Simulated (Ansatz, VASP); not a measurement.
# W3O in VASP and in Ansatz

```
W O
1.0
     4.83135    0.00000    0.00000
     0.00000    4.83135    0.00000
     0.00000    0.00000    4.83135
W O
6 2
Direct
  0.50000 0.76552 0.00000
  0.00000 0.51552 0.75000
  0.25000 0.01552 0.50000
  0.50000 0.26552 0.00000
  0.00000 0.51552 0.25000
  0.75000 0.01552 0.50000
  0.50000 0.50000 0.50000
  0.00000 0.00000 0.00000
```

Change from the starting cell: all W atoms moved +0.075 Å, as atom 1 along Cartesian [0 1 0].

Alike in both runs: task single point; functional PBEsol; k mesh 8 × 8 × 8; occupations gaussian, width 0.15 eV; no spin polarisation.

|  | VASP | Ansatz |
| --- | --- | --- |
| version | VASP 6.6.1 | Ansatz 0.2.0 |
| potentials or method | VASP PAW PBE potentials, release 64 (W_sv, O), cutoff 520 eV | scalar-relativistic, plane waves, PAW |
| valence electrons in the cell | 96 | 96 |

Ansatz gave:

```
gap on the k mesh at the Fermi level (eV) : none
pressure (GPa)                            : 0.0
rms of the force components (eV/Å)        : 0.112
```

Question: Estimate VASP's values.

Answer: gap on the k mesh at the Fermi level (eV): none; pressure (GPa): 1.0; rms of the force components (eV/Å): 0.108.

VASP's potentials were made for PBE, not for PBEsol. Atom by atom the forces differ by 0.003 eV/Å (rms over components). A gap of «none» marks a metal or a gap that the smearing closes. With one functional, cell and mesh, what is left measures potentials, basis and numerics.

Neither program's run includes spin-orbit coupling.
